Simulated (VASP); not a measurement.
**C: relaxation of shape and atoms at fixed volume with PBE+D3(BJ)**

The system is C.

```xyz
12
Lattice="2.4370 0.0000 0.0000 -1.2185 2.1105 0.0000 0.0000 0.0000 19.8156" Properties=species:S:1:pos:R:3 pbc="T T T"
C     1.2185    0.7035   18.8637
C     1.2185    0.7035    8.9564
C     1.2185    0.7035   15.4432
C     1.2185    0.7035    5.5359
C     0.0000    0.0000   12.1998
C     0.0000    1.4070    5.5354
C     0.0000    0.0000    2.2920
C     1.2185    0.7035   12.1998
C     0.0000    1.4070   15.4437
C     0.0000    1.4070    2.2920
C     0.0000    1.4070    8.9559
C     0.0000    1.4070   18.8642
```

This cell differs from its parent crystal: volume scaled by 0.94.

```json
{"Program": "VASP 6.6.1", "Task": "relaxation of shape and atoms at fixed volume", "Functional": "PBE", "Dispersion": "D3(BJ)", "Potentials or basis": "VASP PAW PBE potentials, release 64 (C)", "Cutoff": "600 eV", "k mesh": "18 × 18 × 2", "Occupations": "gaussian, width 0.1 eV", "Spin": "no spin polarisation", "Dipole correction": "no", "Further INCAR settings": "ALGO = Normal; EDIFF = 1e-06; IBRION = 2; EDIFFG = -0.01; NSW = 50; ISIF = 4"}
```

```
Energy gained by relaxing    : 7.6 meV/atom
Ionic steps                  : 3
Pressure after relaxing      : 2.4 GPa
Largest force after relaxing : 0.003 eV/Å
Band gap on the k mesh       : zero (filled and empty bands touch)
Dispersion energy per atom   : -0.163 eV
```

Forces on the atoms (eV/Å):
```
C    0.000  0.000 -0.003
C    0.000  0.000  0.003
C    0.000  0.000 -0.003
C    0.000  0.000  0.003
C    0.000  0.000  0.000
C    0.000  0.000 -0.003
C    0.000  0.000  0.000
C    0.000  0.000  0.000
C    0.000  0.000  0.003
C    0.000  0.000  0.000
C    0.000  0.000 -0.003
C    0.000  0.000  0.003
```

The path:
```
step  energy change (eV)  largest force (eV/Å)  pressure (GPa)  volume (Å³)
   1              0.0000                0.0024           11.19       101.92
   2             -0.0808                0.0047           -0.41       101.92
   3             -0.0907                0.0032            2.40       101.92
```

Final structure:
```
CELL_PARAMETERS angstrom
2.46054 0.00000 0.00000
-1.23027 2.13089 0.00000
0.00000 0.00000 19.43814
ATOMIC_POSITIONS crystal
C 0.66667 0.33333 0.95196
C 0.66667 0.33333 0.45199
C 0.66667 0.33333 0.77935
C 0.66667 0.33333 0.27938
C 0.00000 0.00000 0.61567
C 0.33333 0.66667 0.27935
C 0.00000 0.00000 0.11567
C 0.66667 0.33333 0.61567
C 0.33333 0.66667 0.77938
C 0.33333 0.66667 0.11567
C 0.33333 0.66667 0.45196
C 0.33333 0.66667 0.95199
```

Levels at points of the mesh, in eV from the Fermi level:
| k point | band 21 | band 22 | band 23 | band 24 | band 25 | band 26 | band 27 | band 28 |
| --- | --- | --- | --- | --- | --- | --- | --- | --- |
| (0.00, 0.00, 0.00) | -2.97 | -2.97 | -2.97 | -2.97 | 4.59 | 5.84 | 6.22 | 8.36 |
| (0.50, 0.00, 0.00) | -2.62 | -2.22 | -1.99 | -1.86 | 1.25 | 1.26 | 1.64 | 1.97 |
| (0.00, 0.00, 0.50) | -2.97 | -2.97 | -2.97 | -2.97 | 4.97 | 4.97 | 7.54 | 7.54 |
| (0.50, 0.00, 0.50) | -2.39 | -2.39 | -1.91 | -1.91 | 1.25 | 1.25 | 1.76 | 1.76 |

Wall time 8.7 min on 1 thread of Oxide Virtual Turin-like Processor, with other jobs on the host, peak memory 0.32 GiB.

Caveat: the cell differs from its parent crystal (volume scaled by 0.94).
